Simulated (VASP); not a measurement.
Crystal: SnTe.

```
Sn Te
1.0
     0.00000    3.20719    3.20719
     3.20719    0.00000    3.20719
     3.20719    3.20719    0.00000
Sn Te
1 1
Cartesian
  0.0000 0.0000 0.0000
  3.2072 3.2072 3.2072
```

| Quantity | Value |
| --- | --- |
| Program | VASP 6.6.1 |
| Task | relaxation of cell and atoms |
| Functional | LDA |
| Potentials or basis | VASP PAW LDA potentials, release 64 (Sn_d, Te) |
| Cutoff | 600 eV |
| k mesh | 6 × 6 × 6 |
| Occupations | fermi-dirac, width 0.02 eV |
| Spin | no spin polarisation |

At the start: pressure -3.5 GPa; volume 32.99 Å³/atom.

Problem. How do energy, volume and symmetry change on relaxing?

Solution. Over 3 steps the energy falls by 31.5 meV/atom and the volume is 30.34 Å³/atom (-8.0 %); space group Fm-3m (No. 225, to 0.1 Å) before and after.

The path:
| step | energy change (eV) | largest force (eV/Å) | pressure (GPa) | volume (Å³) |
| --- | --- | --- | --- | --- |
| 1 | 0.0000 | 0.0000 | -3.48 | 65.98 |
| 2 | -0.0581 | 0.0000 | 1.22 | 59.37 |
| 3 | -0.0630 | 0.0000 | 0.01 | 60.68 |

Final structure:
```yaml
crystal:
  lattice:
    - [0.00000, 3.11889, 3.11889]
    - [3.11889, 0.00000, 3.11889]
    - [3.11889, 3.11889, 0.00000]
  atoms:
    - { symbol: Sn, position: [0.00000, 0.00000, 0.00000] }
    - { symbol: Te, position: [0.50000, 0.50000, 0.50000] }
```
